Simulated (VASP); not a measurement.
A run of VASP 6.6.1:

Contents of INCAR:

```
SYSTEM = Pb
ALGO = Fast
EDIFF = 1E-6
ENCUT = 520
GGA = PS
ISIF = 2
ISMEAR = 0
LASPH = .TRUE.
LCHARG = .TRUE.
LELF = .TRUE.
LREAL = .FALSE.
LVHAR = .TRUE.
LWAVE = .FALSE.
NBANDS = 13
NELM = 60
PREC = Accurate
SIGMA = 0.15
```

Contents of KPOINTS:

```
k-points
0
G
  18 18 18
  0 0 0
```

POSCAR

```
Pb
1.0
    1.3068543727      3.2671359318      3.2671359318
    3.2671359318      1.3068543727      3.2671359318
    3.2671359318      3.2671359318      1.3068543727
Pb
1
Direct
    0.0000000000      0.0000000000      0.0000000000
```

Potentials or basis: VASP PAW PBE potentials, release 64 (Pb_d).

Command:

```console
$ cat potpaw_PBE.64/Pb_d/POTCAR > POTCAR
$ mpirun -np 1 vasp_std > vasp.out
```

Hardware: 1 thread of Intel(R) Xeon(R) Platinum 8488C (Sapphire Rapids) (shared host).

Question: How long does it take, and how much memory?

Answer: It took 9.2 min on 1 thread of Intel(R) Xeon(R) Platinum 8488C (Sapphire Rapids) (shared host), peak memory 0.37 GiB. Counts: scf iterations 14, k points 580.
